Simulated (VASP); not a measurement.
# Pd in VASP: notebook, part 2 of 2

VASP 6.6.1.

## Step 3: Single point, PBE

This run uses another cell than the first one, of 15.35 Å³/atom, 1.020 times its volume.

File INCAR:

```
SYSTEM = Pd
PREC     = Accurate       ! precision mode
ENCUT    = 520            ! plane-wave cutoff, eV
EDIFF    = 1E-6           ! SCF threshold, eV
ISMEAR   = -1             ! smearing method
SIGMA    = 0.05           ! smearing width, eV
LREAL    = .False.        ! projectors in reciprocal space
LASPH    = .True.         ! aspherical terms in the spheres
NELM     = 100            ! most SCF steps
ALGO     = Normal         ! electronic algorithm
ISIF     = 2              ! what is computed and relaxed
LWAVE    = .False.        ! write WAVECAR
LCHARG   = .False.        ! write CHGCAR
GGA      = PE             ! functional
NBANDS   = 11             ! bands
```

File KPOINTS:

```
Automatic mesh
0
Gamma
  10 10 10
  0 0 0
```

File POSCAR:

```
Pd
1.0
    0.0000000000      1.9854300000      1.9465000000
    1.9854300000      0.0000000000      1.9465000000
    1.9854300000      1.9854300000      0.0000000000
Pd
1
Direct
    0.0000000000      0.0000000000      0.0000000000
```

Potentials or basis: VASP PAW PBE potentials, release 64 (Pd).

Launch:

```
cat potpaw_PBE.64/Pd/POTCAR > POTCAR
mpirun -np 1 vasp_std > vasp.out
```

Wall time 17 s (1 thread of AMD EPYC 7R43 (Zen 3), shared host); peak memory 0.12 GiB.

It converged, with:

```
Free energy            : -5.2373 eV
Pressure               : -0.7 GPa
Band gap on the k mesh : zero (band 5 reaches 9.46 eV, above the bottom of band 6 at 7.99 eV)
```

Stress tensor (GPa, compression positive):
```
-0.99  0.00  0.00
 0.00 -0.99  0.00
 0.00  0.00 -0.02
```

Levels at points of the mesh, in eV from the Fermi level:
```
           k point  band 3  band 4  band 5  band 6  band 7  band 8
(0.00, 0.00, 0.00)   -2.72   -2.55   -1.25   -1.07   17.16   21.56
(0.50, 0.00, 0.00)   -2.63   -0.07    0.01    1.09    7.01   16.49
(0.50, 0.50, 0.00)   -0.07    0.27    0.27    3.60   10.71   12.74
(0.50, 0.00, 0.50)   -0.06    0.20    0.32    3.22   10.19   13.06
```

## Step 4: Single point, PBE

This run uses another cell than the first one, of 15.95 Å³/atom, 1.060 times its volume.

File INCAR:

```
ALGO = Normal
EDIFF = 1E-7
ENCUT = 520
GGA = PE
ISIF = 2
ISMEAR = -1
LASPH = T
LCHARG = F
LREAL = F
LWAVE = F
NBANDS = 11
NELM = 80
PREC = Accurate
SIGMA = 0.05
```

File KPOINTS:

```
k-points
0
Gamma
  10 10 10
```

File POSCAR:

```
Pd
1.0
    0.0000000000      2.0243600000      1.9465000000
    2.0243600000      0.0000000000      1.9465000000
    2.0243600000      2.0243600000      0.0000000000
Pd
1
Direct
    0.0000000000      0.0000000000      0.0000000000
```

Potentials or basis: VASP PAW PBE potentials, release 64 (Pd).

Launch:

```
cat potpaw_PBE.64/Pd/POTCAR > POTCAR
mpirun -np 1 vasp_std > vasp.out
```

OUTCAR:

```text
EDIFF = 1E-7
   ENCUT = 520
   GGA = PE
   ISIF = 2
   ISMEAR = -1
   LASPH = T
   LREAL = F
   NELM = 80
   PREC = Accurate

 ion  position               nearest neighbor table
   1  0.000  0.000  0.000-

  LATTYP: Found a body centered tetragonal cell.
 ALAT       =     2.8628773671
 C/A-ratio  =     1.3598207331

  Lattice vectors:

 A1 = (   0.0000000000,  -2.0243600000,  -1.9465000000)
 A2 = (   0.0000000000,   2.0243600000,  -1.9465000000)
 A3 = (   2.0243600000,   0.0000000000,   1.9465000000)

Analysis of symmetry for initial positions (statically):
=====================================================================
 Subroutine PRICEL returns:
 Original cell was already a primitive cell.

 Routine SETGRP: Setting up the symmetry group for a
 body centered tetragonal supercell.

 Subroutine GETGRP returns: Found 16 space group operations
 (whereof 16 operations were pure point group operations)
 out of a pool of 16 trial point group operations.

The static configuration has the point symmetry D_4h.

Analysis of symmetry for dynamics (positions and initial velocities):
[... 159 lines left out ...]
 val. band max:        8.5111426838   @ k =   0.5000  -0.0000   0.2000
 cond. band min:       8.5238926782   @ k =  -0.4000   0.1000   0.4000
 fundamental gap:      0.0127499944
 Fermi energy:         8.5191059182

 k-point     1 :       0.0000    0.0000    0.0000
  band No.  band energies     occupation
      1       1.9664      2.00000
      2       5.9166      2.00000
      3       5.9166      2.00000
      4       6.2336      2.00000
      5       7.2615      2.00000
      6       7.5862      2.00000
      7      25.6657      0.00000
      8      29.7064      0.00000
      9      29.7064      0.00000
     10      30.5186      0.00000
     11      34.7655      0.00000
[... 309 lines left out ...]
 k-point    24 :       0.4000    0.3000    0.0000
  band No.  band energies     occupation
      1       4.2861      2.00000
      2       4.5309      2.00000
      3       7.3462      2.00000
      4       7.6055      2.00000
      5       8.4237      1.74161
      6       9.7856      0.00000
      7      21.2967      0.00000
      8      23.1411      0.00000
      9      23.8235      0.00000
     10      28.0789      0.00000
     11      30.1527      0.00000

 [... further k-points ...]
[... 5 lines left out ...]
  --------------------------------------------------------------------------------------
  -------------------------------------------------------------------------------------
  Total       -0.6850351     -0.6850351     -0.5376699      0.0000000     -0.0000000     -0.0000000
  in kB      -68.7960533    -68.7960533    -53.9966029      0.0000000     -0.0000000     -0.0000000
  external PRESSURE =     -63.8629031 kB  Pullay stress =       0.0000000 kB

 VOLUME and BASIS-vectors are now :
 -----------------------------------------------------------------------------
  energy-cutoff  :      520.00
  volume of cell :       15.95
      direct lattice vectors                 reciprocal lattice vectors
     0.000000000  2.024360000  1.946500000    -0.246991642  0.246991642  0.256871307
     2.024360000  0.000000000  1.946500000     0.246991642 -0.246991642  0.256871307
     2.024360000  2.024360000  0.000000000     0.246991642  0.246991642 -0.256871307

 POSITION                                       TOTAL-FORCE (eV/Angst)
 -----------------------------------------------------------------------------------
      0.00000      0.00000      0.00000         0.000000     -0.000000     -0.000000
 -----------------------------------------------------------------------------------
    total drift:                                0.000000     -0.000000      0.000000

  FREE ENERGIE OF THE ION-ELECTRON SYSTEM (eV)
  ---------------------------------------------------
  free  energy   TOTEN  =        -5.2221597743 eV

  energy  without entropy=       -5.2049012401  energy(sigma->0) =       -5.21353051
```

Wall time 22 s (1 thread of AMD EPYC 7R43 (Zen 3), shared host); peak memory 0.12 GiB.

Results:

```
Free energy            : -5.2222 eV
Pressure               : -6.4 GPa
Band gap on the k mesh : zero (band 5 reaches 8.86 eV, above the bottom of band 6 at 7.37 eV)
```

Stress tensor (GPa, compression positive):
```
-6.88  0.00  0.00
 0.00 -6.88  0.00
 0.00  0.00 -5.40
```

## Step 5: Single point, r2SCAN50

This run uses another cell than the first one, of 14.75 Å³/atom, 0.980 times its volume.

File POSCAR:

```
Pd
1.0
    0.0000000000      1.9465000000      1.9465000000
    1.9465000000      0.0000000000      1.9465000000
    1.9465000000      1.9465000000      0.0000000000
Pd
1
Direct
    0.0000000000      0.0000000000      0.0000000000
```

File INCAR.step1:

```
SYSTEM = Pd
PREC = Accurate
ENCUT = 520
EDIFF = 1E-5
ISMEAR = -1
SIGMA = 0.05
LREAL = .FALSE.
LASPH = .TRUE.
NELM = 100
ALGO = Normal
ISIF = 2
LWAVE = .TRUE.
LCHARG = .FALSE.
GGA = PE
NBANDS = 11
```

File INCAR.step2:

```
SYSTEM = Pd
PREC = Accurate
ENCUT = 520
EDIFF = 1E-6
ISMEAR = -1
SIGMA = 0.05
LREAL = .FALSE.
LASPH = .TRUE.
NELM = 100
ALGO = Normal
ISIF = 2
LWAVE = .FALSE.
LCHARG = .FALSE.
METAGGA = R2SCAN
LHFCALC = .TRUE.
AEXX = 0.5
LMIXTAU = .TRUE.
PRECFOCK = Normal
ISTART = 1
NBANDS = 11
```

File KPOINTS:

```
Automatic mesh
0
G
  6 6 6
  0 0 0
```

Launch:

```
cat potpaw_PBE.64/Pd/POTCAR > POTCAR
cp INCAR.step1 INCAR
mpirun -np 1 vasp_std > vasp.out
cp INCAR.step2 INCAR
mpirun -np 1 vasp_std > vasp.out
```

Run time: 9.8 min. Hardware: 1 thread of AMD EPYC 7R43 (Zen 3), shared host; peak memory 0.1 GiB.

Results (log left out):

```
Free energy            : -16.9435 eV
Pressure               : -3.7 GPa
Band gap on the k mesh : zero (band 5 reaches 9.46 eV, above the bottom of band 6 at 4.97 eV)
```

Levels at points of the mesh, in eV from the Fermi level:
| k point | band 1 | band 2 | band 3 | band 4 | band 5 | band 6 | band 7 | band 8 | band 9 | band 10 |
| --- | --- | --- | --- | --- | --- | --- | --- | --- | --- | --- |
| (0.00, 0.00, 0.00) | -8.45 | -4.60 | -4.60 | -4.60 | -3.15 | -3.15 | 21.62 | 26.88 | 26.88 | 26.88 |
| (0.50, 0.00, 0.00) | -7.21 | -4.87 | -4.87 | -0.91 | -0.91 | 3.36 | 11.23 | 20.89 | 26.22 | 26.22 |
| (0.50, 0.50, 0.00) | -7.72 | -7.24 | -1.58 | 1.34 | 1.34 | 6.30 | 15.02 | 17.58 | 17.58 | 26.70 |

Caveat: the k points lie up to 0.47 Å⁻¹ apart; the PAW data sets were made with another functional, which shifts forces and pressure a little.

## Step 6: Single point, HF

This run uses another cell than the first one, of 14.75 Å³/atom, 0.980 times its volume.

POSCAR is that of step 5.

File INCAR.step1:

```
SYSTEM = Pd
  PREC = Accurate
  ENCUT = 520
  EDIFF = 1E-5
  ISMEAR = -1
  SIGMA = 0.05
  LREAL = .False.
  LASPH = .True.
  NELM = 60
  ALGO = Normal
  ISIF = 2
  LWAVE = .True.
  LCHARG = .False.
  GGA = PE
  NBANDS = 11
```

File INCAR.step2:

```
SYSTEM = Pd
  PREC = Accurate
  ENCUT = 520
  EDIFF = 1E-7
  ISMEAR = -1
  SIGMA = 0.05
  LREAL = .False.
  LASPH = .True.
  NELM = 60
  ALGO = Normal
  ISIF = 2
  LWAVE = .False.
  LCHARG = .False.
  GGA = PE
  LHFCALC = .True.
  AEXX = 1.0
  ALDAC = 0.0
  AGGAC = 0.0
  PRECFOCK = Normal
  ISTART = 1
  NBANDS = 11
```

File KPOINTS:

```
Automatic mesh
0
Gamma
  6 6 6
  0 0 0
```

Potentials or basis: VASP PAW PBE potentials, release 64 (Pd).

Launch:

```
cat potpaw_PBE.64/Pd/POTCAR > POTCAR
cp INCAR.step1 INCAR
mpirun -np 1 vasp_std > vasp.out
cp INCAR.step2 INCAR
mpirun -np 1 vasp_std > vasp.out
```

Wall time 11 min (1 thread of AMD EPYC 7R43 (Zen 3), shared host); peak memory 0.11 GiB.

It converged, with:

| Property | Result |
| --- | --- |
| Free energy | -8.8936 eV |
| Pressure | 12.8 GPa |
| Band gap on the k mesh | zero (band 5 reaches 10.62 eV, above the bottom of band 6 at 3.06 eV) |

Levels at points of the mesh, in eV from the Fermi level:
```tsv
k point	band 3	band 4	band 5	band 6	band 7	band 8
(0.00, 0.00, 0.00)	-6.21	-6.21	-5.13	-5.13	25.73	31.16
(0.50, 0.00, 0.00)	-6.81	-1.85	-1.85	5.95	14.99	24.88
(0.50, 0.50, 0.00)	-3.34	2.44	2.44	9.37	18.95	21.59
```

Caveat: the k points lie up to 0.47 Å⁻¹ apart; the PAW data sets were made with another functional, which shifts forces and pressure a little.

## Step 7: Summary

| level | cell | k mesh | grid for exact exchange (PRECFOCK) | gap on the mesh (eV) | pressure (GPa) |
| --- | --- | --- | --- | --- | --- |
| PBE | a = 2.767, b = 2.767, c = 2.780 Å, angles 59.8, 59.8, 60.3°, 1 atom | 10 × 10 × 10 | - | none | 2.8 |
| PBE | a = 2.780, b = 2.780, c = 2.808 Å, angles 59.7, 59.7, 60.7°, 1 atom | 10 × 10 × 10 | - | none | -0.7 |
| PBE | a = 2.808, b = 2.808, c = 2.863 Å, angles 59.4, 59.4, 61.3°, 1 atom | 10 × 10 × 10 | - | none | -6.4 |
| r2SCAN50 | a = 2.753 Å, angles 60.0°, 1 atom | 6 × 6 × 6 | Normal | none | -3.7 |
| HF | a = 2.753 Å, angles 60.0°, 1 atom | 6 × 6 × 6 | Normal | none | 12.8 |

Alike in all rows: task single point; potentials or basis VASP PAW PBE potentials, release 64 (Pd); no spin polarisation; cutoff (eV) 520; smearing fermi-dirac 0.05 eV.

Caveats: some runs use coarse meshes; the PAW data sets were made with another functional, which shifts forces and pressure a little (some runs).

Total energies depend on the potentials used, so only differences within one code and one set of settings carry meaning.
